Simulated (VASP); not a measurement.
**HfC (zincblende type): relaxation of cell and atoms with PBE**

The system is HfC (zincblende type).

```xyz
2
Lattice="0.0000 2.3925 2.3925 2.3925 0.0000 2.3925 2.3925 2.3925 0.0000" Properties=species:S:1:pos:R:3 pbc="T T T"
Hf    0.0000    0.0000    0.0000
C     1.1963    1.1963    1.1963
```

```yaml
Program: VASP 6.6.1
Task: relaxation of cell and atoms
Functional: PBE
Potentials_or_basis: VASP PAW PBE potentials, release 64 (Hf_pv, C)
Cutoff: 600 eV
k_mesh: 14 × 14 × 14
Occupations: fermi-dirac, width 0.05 eV
Spin: no spin polarisation
Target_pressure: 20 GPa
Dipole_correction: no
Further_INCAR_settings: ALGO = Normal; EDIFF = 1e-07; IBRION = 2; EDIFFG = -0.005; NSW = 60; ISIF = 3
```

| Item | Value |
| --- | --- |
| Relaxed volume | 14.42 Å³/atom |
| Relaxed cell | a = 3.442 Å, b = 3.442 Å, c = 3.442 Å, α = 60.00°, β = 60.00°, γ = 60.00° |
| Space group after relaxing (to 0.05 Å) | F-43m (No. 216) |
| Energy change on relaxing (the enthalpy is what falls) | -118.4 meV/atom |
| Ionic steps | 4 |
| Pressure after relaxing | 20.0 GPa |
| Band gap on the k mesh | 0.27 eV, indirect (least direct gap 0.28 eV) |

The path:
| step | energy change (eV) | largest force (eV/Å) | pressure (GPa) | volume (Å³) |
| --- | --- | --- | --- | --- |
| 1 | 0.0000 | 0.0000 | 32.76 | 27.39 |
| 2 | -0.4189 | 0.0000 | 0.31 | 31.95 |
| 3 | -0.2425 | 0.0000 | 19.62 | 28.89 |
| 4 | -0.2367 | 0.0000 | 19.98 | 28.84 |

Final structure:
```yaml
crystal:
  lattice:
    - [0.00000, 2.43404, 2.43404]
    - [2.43404, 0.00000, 2.43404]
    - [2.43404, 2.43404, 0.00000]
  atoms:
    - { symbol: Hf, position: [0.00000, 0.00000, 0.00000] }
    - { symbol: C, position: [0.25000, 0.25000, 0.25000] }
```

Levels at points of the mesh, in eV from the valence-band top:
| k point | band 4 | band 5 | band 6 | band 7 | band 8 | band 9 | band 10 | band 11 |
| --- | --- | --- | --- | --- | --- | --- | --- | --- |
| (0.00, 0.00, 0.00) | -11.10 | -2.62 | -2.62 | -2.62 | 3.67 | 3.87 | 3.87 | 9.80 |
| (0.50, 0.00, 0.00) | -9.22 | -3.06 | -1.95 | -1.95 | 4.27 | 4.75 | 4.75 | 7.05 |
| (0.50, 0.50, 0.00) | -8.50 | -4.60 | -0.01 | -0.01 | 0.47 | 4.93 | 5.81 | 6.42 |

It took 3.2 min on 1 thread of Intel Xeon 8259CL (shared host), peak memory 0.2 GiB.

Caveat: the cell is relaxed towards a set pressure, so the enthalpy falls and the energy may rise; spin-orbit coupling is left out, which moves the levels of the heavy elements. A k mesh can miss the band edges.
